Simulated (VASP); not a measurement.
## Si: single point with LDA

Crystal: Si.

```
Si
1.0
    -2.38242    2.38242    1.30530
     2.38242   -2.38242    1.30530
     2.38242    2.38242   -1.30530
Si
2
Direct
  0.24110 0.74110 0.48219
  0.50890 0.50890 0.01781
```

This cell differs from its parent crystal: atoms displaced along a vibrational mode.

```json
{
  "Program": "VASP 6.6.1",
  "Task": "single point",
  "Functional": "LDA",
  "Potentials or basis": "VASP PAW LDA potentials, release 64 (Si)",
  "Cutoff": "520 eV",
  "k mesh": "26 × 26 × 26",
  "Occupations": "gaussian, width 0.15 eV",
  "Spin": "no spin polarisation",
  "Dipole correction": "no",
  "Further INCAR settings": "ALGO = Normal; EDIFF = 1e-06; NBANDS = 11"
}
```

| Property | Result |
| --- | --- |
| Pressure | 0.9 GPa |
| Largest force | 0.702 eV/Å |
| Band gap on the k mesh | zero (bands 4 and 5 overlap by 6.54 eV) |

Forces in eV/Å, atoms in the order of the input:
```
Si   0.496  0.496  0.000
Si  -0.496 -0.496  0.000
```

Stress tensor (GPa, compression positive):
```
 1.00 -0.09 -0.84
-0.09  1.00  0.84
-0.84  0.84  0.66
```

Levels at points of the mesh, in eV from the Fermi level:
```tsv
k point	band 2	band 3	band 4	band 5	band 6	band 7
(0.00, 0.00, 0.00)	-2.61	-2.52	-2.08	1.41	7.72	8.93
(0.50, 0.00, 0.00)	-6.95	-2.14	-1.72	-1.49	1.15	4.46
(0.00, 0.50, 0.50)	-6.77	-2.28	-1.60	-1.46	0.98	4.68
(0.50, 0.50, 0.00)	-10.83	0.28	0.28	2.53	2.53	8.48
(0.00, 0.00, 0.50)	-10.41	-0.28	0.82	2.30	2.67	8.56
(0.50, 0.50, 0.50)	-8.50	-6.82	-6.82	6.02	6.02	13.01
```

It took 7.5 min on 1 thread of Intel(R) Xeon(R) 6975P-C (Granite Rapids), on a shared host, peak memory 1.1 GiB.

Caveat: the cell differs from its parent crystal (atoms displaced along a vibrational mode).
